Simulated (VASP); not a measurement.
# Ga12O19 (a cell with a defect) in VASP: notebook, part 4 of 4

VASP 6.6.1. Earlier steps stand in the parts before.

### 5 Single point, PBE

Contents of INCAR:

```
SYSTEM = Ga12O19
  PREC = Accurate
  ENCUT = 520
  EDIFF = 1E-6
  ISMEAR = -1
  SIGMA = 0.01
  LREAL = Auto
  LASPH = .TRUE.
  NELM = 120
  ALGO = Normal
  ISIF = 2
  LWAVE = .FALSE.
  LCHARG = .TRUE.
  GGA = PE
  LELF = .TRUE.
  LVHAR = .TRUE.
  NBANDS = 156
  GGA_COMPAT = .FALSE.
  ISYM = -1
```

Contents of KPOINTS:

```
explicit points
1
Reciprocal
  0.25000000   0.25000000   0.25000000 1
```

Contents of POSCAR:

```
Ga12O19
1.0
    0.0000000000      9.2496621800      0.0000000000
   -1.3977182400      0.0000000000      5.7085775500
    6.2279771500     -1.5416103600      0.0067278600
Ga O
12 19
Direct
    0.1186192327      0.6649138777      0.6851457788
    0.2191931717      0.3196714431      0.3019944617
    0.3005689356      0.1925744343      0.8042538819
    0.0272968269      0.8006356503      0.1864338972
    0.4457541163      0.6786409688      0.6805137139
    0.5467773534      0.3150002985      0.3026768752
    0.6338994525      0.1969002743      0.8125190544
    0.3617200212      0.7942754502      0.1749436869
    0.7691404180      0.6640343208      0.6817300032
    0.8826255279      0.3193799396      0.3052749105
    0.9718638581      0.2215435772      0.8165016307
    0.6959122908      0.8004602853      0.1807983417
    0.1666701540      0.7353519970      0.0096759987
    0.1669626078      0.2590514187      0.9787490779
    0.2737637562      0.4265991463      0.6428033231
    0.0583010436      0.5649381969      0.3453537755
    0.0502100868      0.1222760909      0.2823264248
    0.2773553471      0.8773101482      0.6675203354
    0.5005086612      0.7407855228      0.0048151167
    0.4939781385      0.2533362223      0.9789931003
    0.6033782245      0.4285883233      0.6455721690
    0.3907621223      0.5618675203      0.3409237752
    0.3852368013      0.1089798817      0.3198481819
    0.6089560631      0.8833671324      0.6659204512
    0.8321907453      0.7402188330      0.0079353799
    0.8282453691      0.2623011437      0.9781089343
    0.9371791522      0.4428393109      0.6439568556
    0.7221397945      0.5688014566      0.3448012283
    0.7131023707      0.1189059516      0.3081446786
    0.9467711864      0.8716384469      0.7233102896
    0.9678590614      0.9831536784      0.5386532012
```

Potentials or basis: VASP PAW PBE potentials, release 64 (Ga_d, O).

Command:

```
$ cat potpaw_PBE.64/Ga_d/POTCAR potpaw_PBE.64/O/POTCAR > POTCAR
$ mpirun -np 1 vasp_std > vasp.out
```

OUTCAR:

```text
SYSTEM = Ga12O19
   PREC = Accurate
   ENCUT = 520
   EDIFF = 1E-6
   ISMEAR = -1
   LREAL = Auto
   LASPH = .TRUE.
   NELM = 120
   ISIF = 2
   GGA = PE
   ISYM = -1

 ion  position               nearest neighbor table
   1  0.119  0.665  0.685-  13 1.97  18 1.97  15 2.03  30 2.03  27 2.05  16 2.06
   2  0.219  0.320  0.302-  17 1.91  14 1.96  23 1.97  22 2.06  15 2.07  16 2.09
   3  0.301  0.193  0.804-  14 1.84  18 1.85  20 1.85  15 1.89
   4  0.027  0.801  0.186-  17 1.84  25 1.87  16 1.88  13 1.90
   5  0.446  0.679  0.681-  18 1.94  24 1.96  19 1.97  22 2.06  21 2.08  15 2.11
   6  0.547  0.315  0.303-  29 1.92  20 1.96  23 1.96  22 2.06  21 2.08  28 2.13
   7  0.634  0.197  0.813-  26 1.84  20 1.85  24 1.85  21 1.90
   8  0.362  0.794  0.175-  13 1.85  23 1.86  19 1.86  22 1.90
   9  0.769  0.664  0.682-  24 1.96  30 1.97  25 1.98  21 2.00  28 2.04  27 2.05
  10  0.883  0.319  0.305-  17 1.95  29 1.97  26 1.99  27 2.06  16 2.10  28 2.10
  11  0.972  0.222  0.817-  14 1.84  26 1.86  27 1.87  31 1.99  30 2.00
  12  0.696  0.800  0.181-  29 1.85  25 1.85  19 1.87  28 1.89
  13  0.167  0.735  0.010-   8 1.85   4 1.90   1 1.97
  14  0.167  0.259  0.979-  11 1.84   3 1.84   2 1.96
  15  0.274  0.427  0.643-   3 1.89   1 2.03   2 2.07   5 2.11
  16  0.058  0.565  0.345-   4 1.88   1 2.06   2 2.09  10 2.10
  17  0.050  0.122  0.282-   4 1.84   2 1.91  10 1.95
  18  0.277  0.877  0.668-   3 1.85   5 1.94   1 1.97
  19  0.501  0.741  0.005-   8 1.86  12 1.87   5 1.97
  20  0.494  0.253  0.979-   7 1.85   3 1.85   6 1.96
  21  0.603  0.429  0.646-   7 1.90   9 2.00   6 2.08   5 2.08
  22  0.391  0.562  0.341-   8 1.90   2 2.06   6 2.06   5 2.06
  23  0.385  0.109  0.320-   8 1.86   6 1.96   2 1.97
  24  0.609  0.883  0.666-   7 1.85   5 1.96   9 1.96
  25  0.832  0.740  0.008-  12 1.85   4 1.87   9 1.98
  26  0.828  0.262  0.978-   7 1.84  11 1.86  10 1.99
  27  0.937  0.443  0.644-  11 1.87   9 2.05   1 2.05  10 2.06
  28  0.722  0.569  0.345-  12 1.89   9 2.04  10 2.10   6 2.13
  29  0.713  0.119  0.308-  12 1.85   6 1.92  10 1.97
  30  0.947  0.872  0.723-  31 1.53   9 1.97  11 2.00   1 2.03
  31  0.968  0.983  0.539-  30 1.53  11 1.99

IMPORTANT INFORMATION: All symmetrisations will be switched off!
NOSYMM: (Re-)initialisation of all symmetry stuff for point group C_1.

----------------------------------------------------------------------------------------

                                     Primitive cell

  volume of cell :     328.9392

  direct lattice vectors                    reciprocal lattice vectors
     0.000000000  9.249662180  0.000000000     0.026753887  0.108112056  0.006550563
    -1.397718240  0.000000000  5.708577550    -0.000189185  0.000000000  0.175128666
     6.227977150 -1.541610360  0.006727860     0.160523321  0.000000000  0.039303377

  length of vectors
     9.249662180  5.877199497  6.415941641     0.111565663  0.175128768  0.165264914

  position of ions in fractional coordinates (direct lattice)
     0.118619233  0.664913878  0.685145779
     0.219193172  0.319671443  0.301994462
     0.300568936  0.192574434  0.804253882
     0.027296827  0.800635650  0.186433897
     0.445754116  0.678640969  0.680513714
     0.546777353  0.315000299  0.302676875
[... 23 lines left out ...]
     0.946771186  0.871638447  0.723310290
     0.967859061  0.983153678  0.538653201

  ion indices of the primitive-cell ions
   primitive index   ion index
                 1           1
                 2           2
                 3           3
                 4           4
                 5           5
                 6           6
[... 23 lines left out ...]
                30          30
                31          31

----------------------------------------------------------------------------------------

 KPOINTS: explicit points

Read explicit list of k-points.

 Found      1 k-points:

 Following reciprocal coordinates:
            Coordinates               Weight
  0.250000  0.250000  0.250000      1.000000
   k-points           NKPTS =      1   k-points in BZ     NKDIM =      1   number of bands    NBANDS=    156
   number of dos      NEDOS =    301   number of ions     NIONS =     31
   total plane-waves  NPLWV = 161280
   dimension x,y,z NGX =    70 NGY =   48 NGZ =   48
   dimension x,y,z NGXF=   140 NGYF=   96 NGZF=   96
   ions per type =              12  19
   NGX,Y,Z   is equivalent  to a cutoff of  12.58, 13.58, 12.44 a.u.
   NGXF,Y,Z  is equivalent  to a cutoff of  25.16, 27.16, 24.87 a.u.
 SYSTEM =  Ga12O19
   PREC   = accura    normal or accurate (medium, high low for compatibility)
   ISTART =      0    job   : 0-new  1-cont  2-samecut
   ICHARG =      2    charge: 1-file 2-atom 10-const
   ISPIN  =      1    spin polarized calculation?
   LNONCOLLINEAR =      F non collinear calculations
   LSORBIT =      F    spin-orbit coupling
   LASPH  =      T    aspherical Exc in radial PAW
   ENCUT  =  520.0 eV  38.22 Ry    6.18 a.u.  17.20 10.93 11.93*2*pi/ulx,y,z
   NELM   =    120;   NELMIN=  2; NELMDL= -5     # of ELM steps
   EDIFF  = 0.1E-05   stopping-criterion for ELM
   LREAL  =      T    real-space projection
   EDIFFG = 0.1E-04   stopping-criterion for IOM
   NSW    =      0    number of steps for IOM
   IBRION =     -1    ionic relax: 0-MD 1-quasi-New 2-CG
   NFREE  =      0    steps in history (QN), initial steepest desc. (CG)
   ISIF   =      2    stress and relaxation
   ISYM   =     -1    0-nonsym 1-usesym 2-fastsym
   POTIM  = 0.5000    time-step for ionic-motion
   TEBEG  =    0.0;   TEEND  =   0.0 temperature during run
   PSTRESS=    0.0 pullay stress
   NELECT =     270.0000    total number of electrons
   NUPDOWN=      -1.0000    fix difference up-down
   EMIN   =  10.00;   EMAX   =-10.00  energy-range for DOS
   EFERMI =   0.00;   METHOD = LEGACY
   ISMEAR =    -1;   SIGMA  =   0.01  broadening in eV -4-tet -1-fermi 0-gaus
   EFERMI_NEDOS =   21; number of points for ismear=-14 and -15
   IALGO  =     38    algorithm
   IMIX   =      4    mixing-type and parameters
     AMIX     =   0.40;   BMIX     =  1.00
     AMIX_MAG =   1.60;   BMIX_MAG =  1.00
  volume/ion in A,a.u.               =      10.61        71.61
  Fermi-wavevector in a.u.,A,eV,Ry     =   1.532819  2.896608 31.967351  2.349534
  Thomas-Fermi vector in A             =   2.639972
   LORBIT       =      0    0 simple, 1 ext, 2 COOP (PROOUT), +10 PAW based schemes
   GGA     = PE    functional components
   LHFCALC =     F    Hartree Fock is set to
   AEXX    =    0.0000 exact exchange contribution
   IVDW    =     0    specifies the selected vdW correction
   LEPSILON=     F    determine dielectric tensor
   LRPA    =     F    only Hartree local field effects (RPA)
 non-spin polarized calculation
  energy-cutoff  :      520.00
  volume of cell :      328.94
 maximum number of plane-waves:      8866
 NGX is ok and might be reduce to    70
   NGX = 35   NGY = 21   NGZ = 23

 number of electron     270.0000003 magnetization

 Free energy of the ion-electron system (eV)
  ---------------------------------------------------
  ext. energy  EPLUGINS =         0.00000000
  ---------------------------------------------------
  free energy    TOTEN  =      -181.71018788 eV

  energy without entropy =     -181.71018788  energy(sigma->0) =     -181.71018788

 E-fermi :   4.4695     XC(G=0): -11.5122

 val. band max:        4.1624901187   @ k =   0.2500   0.2500   0.2500
 cond. band min:       7.8652383788   @ k =   0.2500   0.2500   0.2500
 fundamental gap:      3.7027482601
 Fermi energy:         4.4694519141

 k-point     1 :       0.2500    0.2500    0.2500
  band No.  band energies     occupation
      1     -16.9641      2.00000
      2     -14.7641      2.00000
      3     -14.5290      2.00000
      4     -14.3458      2.00000
      5     -14.0393      2.00000
      6     -13.9998      2.00000
[... 139 lines left out ...]
    146      10.5188      0.00000
    147      10.8498      0.00000
 [bands above 147 left out]

------------------------ aborting loop because EDIFF is reached ----------------------------------------

  FORCE on cell =-STRESS in cart. coord.  units (eV):
  Direction    XX          YY          ZZ          XY          YZ          ZX
  --------------------------------------------------------------------------------------
  -------------------------------------------------------------------------------------
  Total        7.0597014      8.0161415     15.2051777      1.3589254      0.1756310     -5.3659394
  in kB       34.3859696     39.0445406     74.0604658      6.6189720      0.8554530    -26.1360954
  external PRESSURE =      49.1636587 kB  Pullay stress =       0.0000000 kB

 VOLUME and BASIS-vectors are now :
 -----------------------------------------------------------------------------
  energy-cutoff  :      520.00
  volume of cell :      328.94
      direct lattice vectors                 reciprocal lattice vectors
     0.000000000  9.249662180  0.000000000     0.026753887  0.108112056  0.006550563
    -1.397718240  0.000000000  5.708577550    -0.000189185  0.000000000  0.175128666
     6.227977150 -1.541610360  0.006727860     0.160523321  0.000000000  0.039303377

 POSITION                                       TOTAL-FORCE (eV/Angst)
 -----------------------------------------------------------------------------------
      3.33771      0.04096      3.80032         0.016499     -0.001479      0.003708
      1.43400      1.56190      1.82690        -0.005258      0.001118     -0.002254
      4.73971      1.54031      1.10474        -0.007406     -0.000034     -0.000677
      0.04204     -0.03492      4.57175         0.014937     -0.007758      0.010545
      3.28967      3.07399      3.87865         0.009002     -0.001236     -0.002178
      1.44478      4.59090      1.80024        -0.008382      0.004946     -0.001569
[... 23 lines left out ...]
      3.28646      7.64225      4.98068         0.121181     -0.059157     -0.063101
      1.98055      8.12198      5.61603        -0.194155      0.074608      0.032726
 -----------------------------------------------------------------------------------
    total drift:                                0.011089     -0.011338      0.002015

  FREE ENERGIE OF THE ION-ELECTRON SYSTEM (eV)
  ---------------------------------------------------
  free  energy   TOTEN  =      -181.7101878831 eV

  energy  without entropy=     -181.7101878831  energy(sigma->0) =     -181.71018788
```

Run time: 95 s. Hardware: 1 thread of Intel Xeon 6975P-C (Granite Rapids), shared host; peak memory 0.38 GiB.

What came out:

* Free energy: -181.7102 eV
* Pressure: 4.9 GPa
* Largest force: 0.211 eV/Å
* Band gap on the k mesh: 3.70 eV

Forces in eV/Å, atoms in the order of the input:
```
Ga   0.016 -0.001  0.004
Ga  -0.005  0.001 -0.002
Ga  -0.007  0.000 -0.001
Ga   0.015 -0.008  0.011
Ga   0.009 -0.001 -0.002
Ga  -0.008  0.005 -0.002
Ga  -0.003 -0.005 -0.004
Ga   0.006 -0.004  0.006
Ga   0.017  0.007  0.009
Ga  -0.001 -0.002 -0.006
Ga   0.032 -0.006  0.037
Ga   0.009  0.000  0.010
O   -0.008  0.001 -0.006
O    0.009  0.006  0.005
O    0.005  0.003 -0.008
O   -0.004  0.000  0.003
O    0.017 -0.002 -0.015
O   -0.021 -0.004  0.011
O   -0.014 -0.001 -0.007
O    0.006  0.001  0.006
O    0.005 -0.011 -0.013
O   -0.006  0.002  0.006
O    0.023 -0.001 -0.011
O   -0.023  0.005  0.013
O   -0.015  0.002 -0.007
O    0.009 -0.003  0.005
O    0.000 -0.001 -0.002
O   -0.006 -0.001  0.001
O    0.018  0.002 -0.010
O    0.121 -0.059 -0.063
O   -0.194  0.075  0.033
```

Stress tensor (GPa, compression positive):
```
 3.44  0.66 -2.61
 0.66  3.90  0.09
-2.61  0.09  7.41
```
